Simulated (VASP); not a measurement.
# Pt (P6_3/mmc) in VASP: further runs, part 2 of 2

VASP 6.6.1. The steps go on from the part before.

## Step 3: Single point, PBEsol

INCAR reads:

```
ALGO = Normal
EDIFF = 1E-7
ENCUT = 520
GGA = PS
ISIF = 2
ISMEAR = 1
LASPH = T
LCHARG = F
LREAL = F
LWAVE = F
NBANDS = 17
NELM = 60
PREC = Accurate
SIGMA = 0.3
```

KPOINTS reads:

```
k-points
0
Gamma
  12 12 6
```

POSCAR reads:

```
Pt
1.0
    2.7606660000      0.0000000000      0.0000000000
   -1.3803330000      2.3908070000      0.0000000000
    0.0000000000      0.0000000000      4.7921340000
Pt
2
Direct
    0.6666666667      0.3333333333      0.7500000000
    0.3333333333      0.6666666667      0.2500000000
```

Potentials or basis: VASP PAW PBE potentials, release 64 (Pt).

Started as:

```console
> cat potpaw_PBE.64/Pt/POTCAR > POTCAR
> mpirun -np 1 vasp_std > vasp.out
```

OUTCAR:

```text
EDIFF = 1E-7
   ENCUT = 520
   GGA = PS
   ISIF = 2
   ISMEAR = 1
   LASPH = T
   LREAL = F
   NELM = 60
   PREC = Accurate

 ion  position               nearest neighbor table
   1  0.667  0.333  0.750-   2 2.88   2 2.88   2 2.88   2 2.88   2 2.88   2 2.88
   2  0.333  0.667  0.250-   1 2.88   1 2.88   1 2.88   1 2.88   1 2.88   1 2.88

  LATTYP: Found a hexagonal cell.
 ALAT       =     2.7606660000
 C/A-ratio  =     1.7358615638

  Lattice vectors:

 A1 = (   2.7606660000,   0.0000000000,   0.0000000000)
 A2 = (  -1.3803330000,   2.3908070000,   0.0000000000)
 A3 = (   0.0000000000,   0.0000000000,   4.7921340000)

Analysis of symmetry for initial positions (statically):
=====================================================================
 Subroutine PRICEL returns:
 Original cell was already a primitive cell.

 Routine SETGRP: Setting up the symmetry group for a
 hexagonal supercell.

 Subroutine GETGRP returns: Found 24 space group operations
 (whereof 12 operations were pure point group operations)
 out of a pool of 24 trial point group operations.

The static configuration has the point symmetry D_3d.
 The point group associated with its full space group is D_6h.

Analysis of symmetry for dynamics (positions and initial velocities):
=====================================================================
 Subroutine PRICEL returns:
 Original cell was already a primitive cell.

 Routine SETGRP: Setting up the symmetry group for a
 hexagonal supercell.

 Subroutine GETGRP returns: Found 24 space group operations
 (whereof 12 operations were pure point group operations)
 out of a pool of 24 trial point group operations.

The dynamic configuration has the point symmetry D_3d.
 The point group associated with its full space group is D_6h.

[... 113 lines left out ...]
   ISMEAR =     1;   SIGMA  =   0.30  broadening in eV -4-tet -1-fermi 0-gaus
   EFERMI_NEDOS =   21; number of points for ismear=-14 and -15
   IALGO  =     38    algorithm
   IMIX   =      4    mixing-type and parameters
     AMIX     =   0.40;   BMIX     =  1.00
     AMIX_MAG =   1.60;   BMIX_MAG =  1.00
  volume/ion in A,a.u.               =      15.81       106.72
  Fermi-wavevector in a.u.,A,eV,Ry     =   1.405149  2.655347 26.863938  1.974444
  Thomas-Fermi vector in A             =   2.527639
   LORBIT       =      0    0 simple, 1 ext, 2 COOP (PROOUT), +10 PAW based schemes
   GGA     = PS    functional components
   LHFCALC =     F    Hartree Fock is set to
   AEXX    =    0.0000 exact exchange contribution
   IVDW    =     0    specifies the selected vdW correction
   LEPSILON=     F    determine dielectric tensor
   LRPA    =     F    only Hartree local field effects (RPA)
 non-spin polarized calculation
 Methfessel and Paxton  Order N= 1 SIGMA  =   0.30
  energy-cutoff  :      520.00
  volume of cell :       31.63
 maximum number of plane-waves:       864
 NGX is ok and might be reduce to    24
   NGX = 11   NGY = 11   NGZ = 17

 number of electron      20.0000004 magnetization

 Free energy of the ion-electron system (eV)
  ---------------------------------------------------
  ext. energy  EPLUGINS =         0.00000000
  ---------------------------------------------------
  free energy    TOTEN  =       -13.75212624 eV

  energy without entropy =      -13.72549317  energy(sigma->0) =      -13.74324855

 E-fermi :  10.1707     XC(G=0): -13.3436

 val. band max:       10.1606454537   @ k =   0.2500   0.0000   0.0000
 cond. band min:      10.1773519053   @ k =   0.4167  -0.0000   0.1667
 fundamental gap:      0.0167064515
 Fermi energy:        10.1706621842

 k-point     1 :       0.0000    0.0000    0.0000
  band No.  band energies     occupation
      1       0.4302      2.00000
      2       3.0969      2.00000
      3       6.2376      2.00000
      4       6.7607      2.00000
      5       6.7607      2.00000
      6       7.1254      2.00000
[... 457 lines left out ...]
      4       5.8880      2.00000
      5       6.9177      2.00000
      6       7.4726      2.00000
[... 9 lines left out ...]
     16      24.5792      0.00000
     17      25.9084      0.00000

 [... further k-points ...]

------------------------ aborting loop because EDIFF is reached ----------------------------------------

  FORCE on cell =-STRESS in cart. coord.  units (eV):
  Direction    XX          YY          ZZ          XY          YZ          ZX
  --------------------------------------------------------------------------------------
  -------------------------------------------------------------------------------------
  Total       -2.2043566     -2.2043568     -2.2022001      0.0000000      0.0000000      0.0000000
  in kB     -111.6619212   -111.6619318   -111.5526853      0.0000000      0.0000000      0.0000000
  external PRESSURE =    -111.6255128 kB  Pullay stress =       0.0000000 kB

 VOLUME and BASIS-vectors are now :
 -----------------------------------------------------------------------------
  energy-cutoff  :      520.00
  volume of cell :       31.63
      direct lattice vectors                 reciprocal lattice vectors
     2.760666000  0.000000000  0.000000000     0.362231433  0.209134405  0.000000000
    -1.380333000  2.390807000  0.000000000     0.000000000  0.418268810  0.000000000
     0.000000000  0.000000000  4.792134000     0.000000000  0.000000000  0.208675300

 POSITION                                       TOTAL-FORCE (eV/Angst)
 -----------------------------------------------------------------------------------
      1.38033      0.79694      3.59410        -0.000000     -0.000000      0.000000
     -0.00000      1.59387      1.19803         0.000000      0.000000      0.000000
 -----------------------------------------------------------------------------------
    total drift:                               -0.000000      0.000000     -0.000000

  FREE ENERGIE OF THE ION-ELECTRON SYSTEM (eV)
  ---------------------------------------------------
  free  energy   TOTEN  =       -13.7521262411 eV

  energy  without entropy=      -13.7254931721  energy(sigma->0) =      -13.74324855
```

OSZICAR:

```text
N       E                     dE             d eps       ncg     rms          rms(c)
DAV:   1     0.982525527813E+02    0.98253E+02   -0.10461E+04  2584   0.113E+03
DAV:   2    -0.128099595647E+02   -0.11106E+03   -0.10522E+03  2779   0.242E+02
DAV:   3    -0.146654082918E+02   -0.18554E+01   -0.18335E+01  3179   0.310E+01
DAV:   4    -0.146743647379E+02   -0.89564E-02   -0.89551E-02  3083   0.226E+00
DAV:   5    -0.146744559922E+02   -0.91254E-04   -0.91255E-04  3164   0.236E-01    0.166E+01
DAV:   6    -0.138354392076E+02    0.83902E+00   -0.13552E+00  2675   0.103E+01    0.845E+00
DAV:   7    -0.137601818216E+02    0.75257E-01   -0.20141E-01  3117   0.391E+00    0.308E+00
DAV:   8    -0.137525941833E+02    0.75876E-02   -0.20299E-02  2764   0.117E+00    0.870E-01
DAV:   9    -0.137521160728E+02    0.47811E-03   -0.40310E-04  2898   0.171E-01    0.441E-02
DAV:  10    -0.137521249408E+02   -0.88680E-05   -0.63044E-06  3214   0.164E-02    0.697E-03
DAV:  11    -0.137521263636E+02   -0.14228E-05   -0.46428E-07  2983   0.525E-03    0.549E-03
DAV:  12    -0.137521262476E+02    0.11597E-06   -0.33194E-08  1580   0.155E-03    0.350E-04
DAV:  13    -0.137521262411E+02    0.65074E-08   -0.13746E-09  1355   0.293E-04
   1 F= -.13752126E+02 E0= -.13743249E+02  d E =-.266331E-01
```

It took 44 s on 1 thread of Intel Xeon 8259CL, shared host; peak memory 0.18 GiB.

What came out:

```yaml
Free_energy: -13.7521 eV
Pressure: -11.2 GPa
Band_gap_on_the_k_mesh: zero (bands 10 and 11 overlap by 1.28 eV)
```

Levels at points of the mesh, in eV from the Fermi level:
```csv
k point,band 6,band 7,band 8,band 9,band 10,band 11,band 12,band 13,band 14,band 15
"(0.00, 0.00, 0.00)",-3.05,-3.05,-1.78,-1.78,-0.77,-0.20,-0.20,4.64,15.11,15.67
"(0.50, 0.00, 0.00)",-2.92,-2.61,0.02,0.30,0.50,2.24,3.71,7.21,8.78,9.45
"(0.00, 0.00, 0.50)",-3.40,-3.40,-3.40,-0.78,-0.78,-0.78,-0.78,11.87,11.87,15.53
"(0.50, 0.00, 0.50)",-1.78,-0.86,-0.86,0.42,0.42,1.67,1.67,6.42,6.42,14.09
```

Caveat: the cell stands under tension; so wide a smearing shifts energies and pressures; the PAW data sets were made with another functional, which shifts forces and pressure a little; spin-orbit coupling is left out, which moves the levels of the heavy elements.
